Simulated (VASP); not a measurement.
Wanted: the native input for a VASP 6.6.1 run.

| Property | Result |
| --- | --- |
| Task | relaxation of cell and atoms |
| Functional | PBE |
| Potentials or basis | VASP PAW PBE potentials, release 64 (Te) |
| Cutoff | 600 eV |
| k mesh | 7 × 7 × 9 |
| Occupations | fermi-dirac, width 0.1 eV |
| Spin | no spin polarisation |
| Dipole correction | no |
| Further INCAR settings | ALGO = Normal; EDIFF = 1e-06; IBRION = 2; EDIFFG = -0.01; NSW = 80; ISIF = 3 |

The structure of Te lies in POSCAR:

```
Te
1.0
    5.4620799878      0.0000000000      0.0000000000
   -2.7310399939      4.7303000269      0.0000000000
    0.0000000000      0.0000000000      3.3482550325
Te
3
Direct
    0.0000000000      0.0000000000      0.0000000000
    0.3333333333      0.6666666667      0.5000000000
    0.6666666667      0.3333333333      0.5000000000
```

These files were run (other wordings do the same):

INCAR

```
SYSTEM = Te
PREC     = Accurate       ! precision mode
ENCUT    = 600            ! plane-wave cutoff, eV
EDIFF    = 1E-6           ! SCF threshold, eV
ISMEAR   = -1             ! smearing method
SIGMA    = 0.1            ! smearing width, eV
LREAL    = .FALSE.        ! projectors in reciprocal space
LASPH    = .TRUE.         ! aspherical terms in the spheres
NELM     = 60             ! most SCF steps
ALGO     = Normal         ! electronic algorithm
ISIF     = 3              ! what is computed and relaxed
LWAVE    = .FALSE.        ! write WAVECAR
LCHARG   = .FALSE.        ! write CHGCAR
GGA      = PE             ! functional
IBRION   = 2              ! ionic algorithm
NSW      = 80             ! ionic steps
EDIFFG   = -0.01          ! ionic threshold
```

KPOINTS

```
regular mesh
0
G
  7 7 9
  0 0 0
```

Potentials or basis: VASP PAW PBE potentials, release 64 (Te).

Command:

```sh
$ cat potpaw_PBE.64/Te/POTCAR > POTCAR
$ mpirun -np 1 vasp_std > vasp.out
```

Results of the run:

- Relaxed volume: 28.99 Å³/atom
- Relaxed cell: a = 5.537 Å, b = 5.537 Å, c = 3.275 Å, α = 90.00°, β = 90.00°, γ = 120.00°
- Space group after relaxing (to 0.05 Å): P6/mmm (No. 191)
- Energy gained by relaxing: 1.6 meV/atom
- Ionic steps: 10
- Pressure after relaxing: 0.0 GPa
- Band gap on the k mesh: zero (band 9 reaches 10.38 eV, above the bottom of band 10 at 5.83 eV)

Caveat: spin-orbit coupling is left out, which moves the levels of the heavy elements.

It took 4.7 min on 1 thread of AMD EPYC 7R43 64-Core Processor (Zen 3), with other jobs on the host, peak memory 0.21 GiB.
